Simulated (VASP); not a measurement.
Input of a VASP 6.6.1 run:

File INCAR:

```
ALGO = Fast
EDIFF = 1E-7
ENCUT = 520
GGA = PE
ISIF = 2
ISMEAR = 0
LASPH = T
LCHARG = T
LELF = T
LREAL = F
LVHAR = T
LWAVE = F
NBANDS = 10
NELM = 80
PREC = Accurate
SIGMA = 0.15
```

File KPOINTS:

```
k-points
0
Gamma
  10 10 10
```

The input POSCAR:

```
Re
1.0
    0.0000000000      1.8887813175      2.2042077975
    1.8887813175      0.0000000000      2.2042077975
    1.8887813175      1.8887813175      0.0000000000
Re
1
Direct
    0.0000000000      0.0000000000      0.0000000000
```

Potentials or basis: VASP PAW PBE potentials, release 64 (Re).

Run with:

```sh
$ cat potpaw_PBE.64/Re/POTCAR > POTCAR
$ mpirun -np 1 vasp_std > vasp.out
```

Question: What does it give for the pressure?

Answer: -12.7 GPa.

Stress tensor (GPa, compression positive):
```
 -0.45   0.00   0.00
  0.00  -0.45   0.00
  0.00   0.00 -37.20
```
